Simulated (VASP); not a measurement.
Here is a VASP 6.6.1 calculation.

The input INCAR:

```
SYSTEM = TiAl3
ALGO = Fast
EDIFF = 1E-6
ENCUT = 520
GGA = PS
ISIF = 2
ISMEAR = 0
LASPH = .TRUE.
LCHARG = .TRUE.
LELF = .TRUE.
LREAL = .FALSE.
LVHAR = .TRUE.
LWAVE = .FALSE.
NBANDS = 18
NELM = 60
PREC = Accurate
SIGMA = 0.1
```

KPOINTS

```
k-points
0
G
  14 14 14
  0 0 0
```

POSCAR

```
TiAl3
1.0
   -1.9076728354      1.9076728354      4.2763680487
    1.9076728354     -1.9076728354      4.2763680487
    1.9076728354      1.9076728354     -4.2763680487
Ti Al
1 3
Direct
    0.0000000000      0.0000000000      0.0000000000
    0.5000000000      0.5000000000      0.0000000000
    0.7500000000      0.2500000000      0.5000000000
    0.2500000000      0.7500000000      0.5000000000
```

Potentials or basis: VASP PAW PBE potentials, release 64 (Ti_sv, Al).

Launch:

```console
$ cat potpaw_PBE.64/Ti_sv/POTCAR potpaw_PBE.64/Al/POTCAR > POTCAR
$ mpirun -np 1 vasp_std > vasp.out
```

Question: Estimate the band gap on the k mesh.

Answer: Zero (an odd number of electrons rules out a gap without spin polarisation).

Question: Predict the pressure.

Answer: 0.1 GPa.

Caveat: the PAW data sets were made with another functional, which shifts forces and pressure a little.
